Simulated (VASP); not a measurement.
Wanted: the native input for a VASP 6.6.1 run.

```yaml
Task: single point
Functional: PBE
Potentials_or_basis: VASP PAW PBE potentials, release 64 (Ge_d, Mo_sv, W_sv)
Cutoff: 520 eV
k_mesh: 12 × 12 × 6
Occupations: gaussian, width 0.1 eV
Spin: no spin polarisation
Dipole_correction: no
Further_INCAR_settings: ALGO = Normal; EDIFF = 1e-06; NBANDS = 51
```

The structure of Ge4MoW lies in POSCAR:

```
Ge4MoW
1.0
    3.3723060723      0.0000000000      0.0000000000
    0.0000000000      3.3723060723      0.0000000000
    0.0000000000      0.0000000000      8.3728079820
Ge Mo W
4 1 1
Direct
    0.0000000000      0.0000000000      0.6620314050
    0.5000000000      0.5000000000      0.1608728017
    0.0000000000      0.0000000000      0.3379685950
    0.5000000000      0.5000000000      0.8391271983
    0.0000000000      0.0000000000      0.0000000000
    0.5000000000      0.5000000000      0.5000000000
```

One way to write it, as run:

INCAR

```
PREC     = Accurate       # precision mode
ENCUT    = 520            # plane-wave cutoff, eV
EDIFF    = 1E-6           # SCF threshold, eV
ISMEAR   = 0              # smearing method
SIGMA    = 0.1            # smearing width, eV
LREAL    = F              # projectors in reciprocal space
LASPH    = T              # aspherical terms in the spheres
NELM     = 60             # most SCF steps
ALGO     = Normal         # electronic algorithm
ISIF     = 2              # what is computed and relaxed
LWAVE    = F              # write WAVECAR
LCHARG   = T              # write CHGCAR
GGA      = PE             # functional
LELF     = T              # ELF
LVHAR    = T            
NBANDS   = 51             # bands
```

KPOINTS

```
Automatic mesh
0
Gamma
  12 12 6
```

Potentials or basis: VASP PAW PBE potentials, release 64 (Ge_d, Mo_sv, W_sv).

Command:

```sh
$ cat potpaw_PBE.64/Ge_d/POTCAR potpaw_PBE.64/Mo_sv/POTCAR potpaw_PBE.64/W_sv/POTCAR > POTCAR
$ mpirun -np 1 vasp_std > vasp.out
```

Results of the run:

```yaml
Pressure: -4.3 GPa
Largest_force: 0.008 eV/Å
Band_gap_on_the_k_mesh: zero (bands 42 and 43 overlap by 1.10 eV)
```

Caveat: the cell stands under tension; spin-orbit coupling is left out, which moves the levels of the heavy elements.

It took 7.4 min on 1 thread of AMD EPYC 7R43 64-Core Processor (Zen 3), with other jobs on the host, peak memory 0.51 GiB.
